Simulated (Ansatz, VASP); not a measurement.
## Two plane-wave programs on YAl3N4

INCAR

```
SYSTEM = YAl3N4
PREC = Accurate ; ENCUT = 600
EDIFF = 1E-6 ; ISMEAR = 0
SIGMA = 0.1 ; LREAL = .False.
LASPH = .True. ; NELM = 120
ALGO = Normal ; ISIF = 2
LWAVE = .False. ; LCHARG = .False.
GGA = CA ; NBANDS = 30
GGA_COMPAT = .False.
```

The input KPOINTS:

```
regular mesh
0
Gamma
  6 6 6
  0 0 0
```

File POSCAR:

```
YAl3N4
1.0
   -3.2840000000      0.0000000000      0.0000000000
    0.0000000000      5.6880548521      0.0000000000
    1.6420000000     -2.8440274260     -5.1865000000
Y Al N
1 3 4
Direct
    0.0000000000      0.3333333300      0.0000000000
    0.5000000000      0.8333333300      0.0000000000
    0.7500000000      0.4166666700      0.5000000000
    0.2500000000      0.9166666700      0.5000000000
    0.8090000000      0.1423333300      0.6180000000
    0.3090000000      0.6423333300      0.6180000000
    0.5590000000      0.2256666700      0.1180000000
    0.0590000000      0.7256666700      0.1180000000
```

Input for Ansatz:

```yaml
crystal:
  lattice:
    - [-3.284, 0.0, 0.0]
    - [0.0, 5.6880548521, 0.0]
    - [1.642, -2.844027426, -5.1865]
  atoms:
    - { symbol: "Y", position: [0.0, 0.33333333, 0.0] }
    - { symbol: Al, position: [0.5, 0.83333333, 0.0] }
    - { symbol: Al, position: [0.75, 0.41666667, 0.5] }
    - { symbol: Al, position: [0.25, 0.91666667, 0.5] }
    - { symbol: "N", position: [0.809, 0.14233333, 0.618] }
    - { symbol: "N", position: [0.309, 0.64233333, 0.618] }
    - { symbol: "N", position: [0.559, 0.22566667, 0.118] }
    - { symbol: "N", position: [0.059, 0.72566667, 0.118] }
basis:
  ecutwfc: 420
kpoints:
  mp_grid: { grid: [6, 6, 6] }
hamiltonian:
  xc: lda
  pseudopotentials: { kind: paw, azcp: { folder: soft_1 } }
scf:
  occupations: { method: gaussian, width: 0.1 }
output:
  forces: true
  stress: true
  eigenvalues: true
```

Alike in both runs: task single point; functional LDA; k mesh 6 × 6 × 6; occupations gaussian, width 0.1 eV; no spin polarisation.

|  | VASP | Ansatz |
| --- | --- | --- |
| version | VASP 6.6.1 | Ansatz 0.2.0 |
| potentials or method | VASP PAW LDA potentials, release 64 (Y_sv, Al, N), cutoff 600 eV | scalar-relativistic, plane waves, PAW |
| valence electrons in the cell | 40 | 40 |

```csv
,VASP,Ansatz,Ansatz less VASP
gap on the k mesh at the Fermi level (eV),2.27,2.27,-0.003
least direct gap on the mesh (eV),2.99,2.99,-0.005
pressure (GPa),3.9,3.8,-0.11
"traceless stress, the component that is largest in VASP (GPa)",0.85,0.83,-0.019
rms of the force components (eV/Å),2.062,2.067,+0.0056
```

Ansatz warns that its potentials were made for another functional, while VASP's fit it. LDA's correlation is that of Perdew and Zunger in VASP and of Perdew and Wang (1992) in Ansatz. Atom by atom the forces differ by 0.007 eV/Å (rms over components).
